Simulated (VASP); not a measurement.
Set up this calculation in VASP 6.6.1, as the native input.

```
Task                   : single point
Functional             : LDA
Potentials or basis    : VASP PAW LDA potentials, release 64 (Al, N)
Cutoff                 : 520 eV
k mesh                 : 9 × 9 × 7
Occupations            : fermi-dirac, width 0.05 eV
Spin                   : no spin polarisation
Dipole correction      : no
Further INCAR settings : ALGO = Normal; EDIFF = 1e-06; NBANDS = 16
```

The structure of AlN lies in POSCAR:

```
AlN
1.0
    3.2673519336      0.0000000000      0.0000000000
   -1.6336759668      2.8296097776      0.0000000000
    0.0000000000      0.0000000000      4.1309673730
Al N
2 2
Direct
    0.6666666667      0.3333333333      0.2500000000
    0.3333333333      0.6666666667      0.7500000000
    0.6666666667      0.3333333333      0.7500000000
    0.3333333333      0.6666666667      0.2500000000
```

These files were run (other wordings do the same):

INCAR

```
ALGO     = Normal         # electronic algorithm
EDIFF    = 1E-6           # SCF threshold, eV
ENCUT    = 520            # plane-wave cutoff, eV
GGA      = CA             # functional
ISIF     = 2              # what is computed and relaxed
ISMEAR   = -1             # smearing method
LASPH    = True           # aspherical terms in the spheres
LCHARG   = False          # write CHGCAR
LREAL    = False          # projectors in reciprocal space
LWAVE    = False          # write WAVECAR
NBANDS   = 16             # bands
NELM     = 100            # most SCF steps
PREC     = Accurate       # precision mode
SIGMA    = 0.05           # smearing width, eV
```

KPOINTS

```
k-points
0
Gamma
  9 9 7
```

Potentials or basis: VASP PAW LDA potentials, release 64 (Al, N).

The run is started by

```sh
$ cat potpaw_LDA.64/Al/POTCAR potpaw_LDA.64/N/POTCAR > POTCAR
$ mpirun -np 1 vasp_std > vasp.out
```

Results of the run:

```yaml
Pressure: 0.4 GPa
Band_gap_on_the_k_mesh: 3.59 eV, direct
```

Wall time 22 s on 1 thread of AMD EPYC 7R43 64-Core Processor (Zen 3), on a shared host, peak memory 0.11 GiB.
